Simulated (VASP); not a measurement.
# Na (C2/m) in VASP: notebook, part 2 of 2

VASP 6.6.1. Earlier steps stand in the parts before.

**3. Single point, PBE**

Input file INCAR:

```
SYSTEM = Na
PREC = Accurate
ENCUT = 500
EDIFF = 1E-6
ISMEAR = 0
SIGMA = 0.14
LREAL = .FALSE.
LASPH = .TRUE.
NELM = 120
ALGO = Normal
ISIF = 2
LWAVE = .FALSE.
LCHARG = .FALSE.
GGA = PE
NBANDS = 18
GGA_COMPAT = .FALSE.
```

Input file KPOINTS:

```
Automatic mesh
0
G
  4 4 2
  0 0 0
```

Input file POSCAR:

```
Na
1.0
    3.1966520447     -1.8565520294      0.0000000000
    3.1966520447      1.8565520294      0.0000000000
   -2.1744518352      0.0000000000      9.3648511597
Na
3
Direct
    0.0000000000      0.0000000000      0.0000000000
    0.2224150000      0.2224150000      0.6666760000
    0.7775850000      0.7775850000      0.3333240000
```

Potentials or basis: VASP PAW PBE potentials, release 64 (Na_pv).

Launch:

```
$ cat potpaw_PBE.64/Na_pv/POTCAR > POTCAR
$ mpirun -np 1 vasp_std > vasp.out
```

OUTCAR:

```text
SYSTEM = Na
   PREC = Accurate
   ENCUT = 500
   EDIFF = 1E-6
   ISMEAR = 0
   LREAL = .FALSE.
   LASPH = .TRUE.
   NELM = 120
   ISIF = 2
   GGA = PE

 ion  position               nearest neighbor table
   1  0.000  0.000  0.000-
   2  0.222  0.222  0.667-
   3  0.778  0.778  0.333-

  LATTYP: Found a base centered monoclinic cell.
 ALAT       =     6.3933040894
 B/A-ratio  =     0.5807801423
 C/A-ratio  =     1.5037582021
 COS(beta)  =    -0.2261759492

  Lattice vectors:

 A1 = (   3.1966520447,  -1.8565520294,   0.0000000000)
 A2 = (   3.1966520447,   1.8565520294,   0.0000000000)
 A3 = (  -2.1744518352,   0.0000000000,   9.3648511597)

Analysis of symmetry for initial positions (statically):
=====================================================================
 Subroutine PRICEL returns:
 Original cell was already a primitive cell.

 Routine SETGRP: Setting up the symmetry group for a
 base centered monoclinic supercell.

 Subroutine GETGRP returns: Found  4 space group operations
 (whereof  4 operations were pure point group operations)
 out of a pool of  4 trial point group operations.

The static configuration has the point symmetry C_2h.

Analysis of symmetry for dynamics (positions and initial velocities):
=====================================================================
 Subroutine PRICEL returns:
 Original cell was already a primitive cell.

 Routine SETGRP: Setting up the symmetry group for a
 base centered monoclinic supercell.

 Subroutine GETGRP returns: Found  4 space group operations
 (whereof  4 operations were pure point group operations)
 out of a pool of  4 trial point group operations.

The dynamic configuration has the point symmetry C_2h.

 Subroutine INISYM returns: Found  4 space group operations
 (whereof  4 operations are pure point group operations),
 and found     1 'primitive' translations
[... 102 lines left out ...]
   EFERMI_NEDOS =   21; number of points for ismear=-14 and -15
   IALGO  =     38    algorithm
   IMIX   =      4    mixing-type and parameters
     AMIX     =   0.40;   BMIX     =  1.00
     AMIX_MAG =   1.60;   BMIX_MAG =  1.00
  volume/ion in A,a.u.               =      37.05       250.04
  Fermi-wavevector in a.u.,A,eV,Ry     =   0.939370  1.775152 12.006005  0.882416
  Thomas-Fermi vector in A             =   2.066676
   LORBIT       =      0    0 simple, 1 ext, 2 COOP (PROOUT), +10 PAW based schemes
   GGA     = PE    functional components
   LHFCALC =     F    Hartree Fock is set to
   AEXX    =    0.0000 exact exchange contribution
   IVDW    =     0    specifies the selected vdW correction
   LEPSILON=     F    determine dielectric tensor
   LRPA    =     F    only Hartree local field effects (RPA)
 non-spin polarized calculation
 Gauss-broadening in eV      SIGMA  =   0.14
  energy-cutoff  :      500.00
  volume of cell :      111.16
 maximum number of plane-waves:      2858
 NGX is ok and might be reduce to    28
   NGX = 13   NGY = 13   NGZ = 35

 number of electron      20.9999991 magnetization

 Free energy of the ion-electron system (eV)
  ---------------------------------------------------
  ext. energy  EPLUGINS =         0.00000000
  ---------------------------------------------------
  free energy    TOTEN  =        -3.85388352 eV

  energy without entropy =       -3.84583502  energy(sigma->0) =       -3.84985927

 E-fermi :   0.3623     XC(G=0):  -6.5031

 val. band max:        0.3265530093   @ k =   0.2500   0.2500   0.0000
 cond. band min:       0.6748758319   @ k =   0.5000   0.0000   0.0000
 fundamental gap:      0.3483228225
 Fermi energy:         0.3623431021

 k-point     1 :       0.0000    0.0000    0.0000
  band No.  band energies     occupation
      1     -24.5916      2.00000
      2     -24.5916      2.00000
      3     -24.5718      2.00000
      4     -24.5717      2.00000
      5     -24.5707      2.00000
      6     -24.5705      2.00000
[... 271 lines left out ...]
      5     -24.5795      2.00000
      6     -24.5787      2.00000
[... 10 lines left out ...]
     17       6.2750      0.00000
     18       7.4341      0.00000

------------------------ aborting loop because EDIFF is reached ----------------------------------------

  FORCE on cell =-STRESS in cart. coord.  units (eV):
  Direction    XX          YY          ZZ          XY          YZ          ZX
  --------------------------------------------------------------------------------------
  -------------------------------------------------------------------------------------
  Total       -0.1208989      0.4464884     -0.1883707      0.0000000      0.0000000      0.2708582
  in kB       -1.7426067      6.4355754     -2.7151294      0.0000000      0.0000000      3.9040849
  external PRESSURE =       0.6592798 kB  Pullay stress =       0.0000000 kB

 VOLUME and BASIS-vectors are now :
 -----------------------------------------------------------------------------
  energy-cutoff  :      500.00
  volume of cell :      111.16
      direct lattice vectors                 reciprocal lattice vectors
     3.196652045 -1.856552029  0.000000000     0.156413646 -0.269316449  0.036318136
     3.196652045  1.856552029  0.000000000     0.156413646  0.269316449  0.036318136
    -2.174451835  0.000000000  9.364851160     0.000000000  0.000000000  0.106782263

 POSITION                                       TOTAL-FORCE (eV/Angst)
 -----------------------------------------------------------------------------------
      0.00000      0.00000      0.00000        -0.000000      0.000000      0.000000
     -0.02769      0.00000      6.24332         0.001851      0.000000      0.000608
      4.24654      0.00000      3.12153        -0.001851      0.000000     -0.000608
 -----------------------------------------------------------------------------------
    total drift:                               -0.000000      0.000000      0.000000

  FREE ENERGIE OF THE ION-ELECTRON SYSTEM (eV)
  ---------------------------------------------------
  free  energy   TOTEN  =        -3.8538835158 eV

  energy  without entropy=       -3.8458350188  energy(sigma->0) =       -3.84985927
```

stdout:

```text
POSCAR found type information on POSCAR Na
 POSCAR found :  1 types and       3 ions
 scaLAPACK will be used
 LDA part: xc-table for (Slater+PW92), standard interpolation
 POSCAR, INCAR and KPOINTS ok, starting setup
 FFT: planning ... GRIDC
 FFT: planning ... GRID_SOFT
 FFT: planning ... GRID
 WAVECAR not read
 entering main loop
```

It took 6.8 s on 1 thread of Intel Xeon 6975P-C (Granite Rapids), shared host; peak memory 0.2 GiB.

Results:

```
Free energy : -3.8539 eV
Pressure    : 0.1 GPa
```

Levels at points of the mesh, in eV from the Fermi level:
```
           k point  band 8  band 9  band 10  band 11  band 12  band 13
(0.00, 0.00, 0.00)  -24.93  -24.93    -3.31    -1.57    -1.57     3.44
(0.50, 0.00, 0.00)  -24.94  -24.94     0.31     0.44     1.26     1.72
(0.50, 0.50, 0.00)  -24.94  -24.94     0.50     0.59     0.91     1.33
(0.00, 0.00, 0.50)  -24.93  -24.93    -2.87    -2.87     0.38     0.74
(0.50, 0.00, 0.50)  -24.94  -24.94     0.46     0.55     0.90     1.32
(0.50, 0.50, 0.50)  -24.94  -24.94     0.34     0.47     1.32     1.78
```

Caveat: the k points lie up to 0.49 Å⁻¹ apart.

**4. Single point, PBEsol**

Input file INCAR:

```
SYSTEM = Na
PREC = Accurate
ENCUT = 500
EDIFF = 1E-6
ISMEAR = 0
SIGMA = 0.1
LREAL = .False.
LASPH = .True.
NELM = 120
ALGO = Normal
ISIF = 2
LWAVE = .False.
LCHARG = .False.
GGA = PS
NBANDS = 18
GGA_COMPAT = .False.
```

Input file KPOINTS:

```
regular mesh
0
Gamma
  4 4 2
  0 0 0
```

Input file POSCAR:

```
Na
1.0
    3.1966520447     -1.8565520294      0.0000000000
    3.1966520447      1.8565520294      0.0000000000
   -2.1744518352      0.0000000000      9.3648511597
Na
3
Direct
    0.1410000000      0.8870000000      0.1140000000
    0.3634150000      1.1094150000      0.7806760000
    0.9185850000      1.6645850000      0.4473240000
```

Launch:

```
$ cat potpaw_PBE.64/Na_pv/POTCAR > POTCAR
$ mpirun -np 1 vasp_std > vasp.out
```

Wall time 7.3 s (1 thread of Intel Xeon 6975P-C (Granite Rapids), shared host); peak memory 0.21 GiB.

Results (log left out):

```yaml
Free_energy: -4.1157 eV
Pressure: -0.1 GPa
```

Forces in eV/Å, atoms in the order of the input:
```
Na   0.000  0.000  0.000
Na   0.002  0.000  0.000
Na  -0.002  0.000  0.000
```

Stress tensor (GPa, compression positive):
```
-0.34  0.00  0.36
 0.00  0.55  0.00
 0.36  0.00 -0.46
```

Levels at points of the mesh, in eV from the Fermi level:
| k point | band 7 | band 8 | band 9 | band 10 | band 11 | band 12 | band 13 | band 14 |
| --- | --- | --- | --- | --- | --- | --- | --- | --- |
| (0.00, 0.00, 0.00) | -24.79 | -24.79 | -24.79 | -3.29 | -1.54 | -1.54 | 3.46 | 3.47 |
| (0.50, 0.00, 0.00) | -24.80 | -24.80 | -24.80 | 0.33 | 0.46 | 1.28 | 1.75 | 2.58 |
| (0.50, 0.50, 0.00) | -24.80 | -24.80 | -24.80 | 0.51 | 0.61 | 0.93 | 1.36 | 3.27 |
| (0.00, 0.00, 0.50) | -24.79 | -24.79 | -24.79 | -2.85 | -2.85 | 0.40 | 0.77 | 7.03 |
| (0.50, 0.00, 0.50) | -24.80 | -24.80 | -24.80 | 0.47 | 0.57 | 0.92 | 1.35 | 3.19 |
| (0.50, 0.50, 0.50) | -24.80 | -24.80 | -24.80 | 0.35 | 0.49 | 1.33 | 1.81 | 2.57 |

Caveat: the k points lie up to 0.49 Å⁻¹ apart; the PAW data sets were made with another functional, which shifts forces and pressure a little.

**5. Summary**

| level | smearing | gap on the mesh (eV) | pressure (GPa) |
| --- | --- | --- | --- |
| PBE | gaussian 0.0026 eV | none | 0.1 |
| PBE | gaussian 0.14 eV | none | 0.1 |
| PBEsol | gaussian 0.1 eV | none | -0.1 |

Alike in all rows: task single point; potentials or basis VASP PAW PBE potentials, release 64 (Na_pv); no spin polarisation; cell as given; k mesh 4 × 4 × 2; cutoff (eV) 500.

Caveats: all runs use coarse meshes; the PAW data sets were made with another functional, which shifts forces and pressure a little (some runs).

Absolute energies hang on the potentials; compare differences alone.
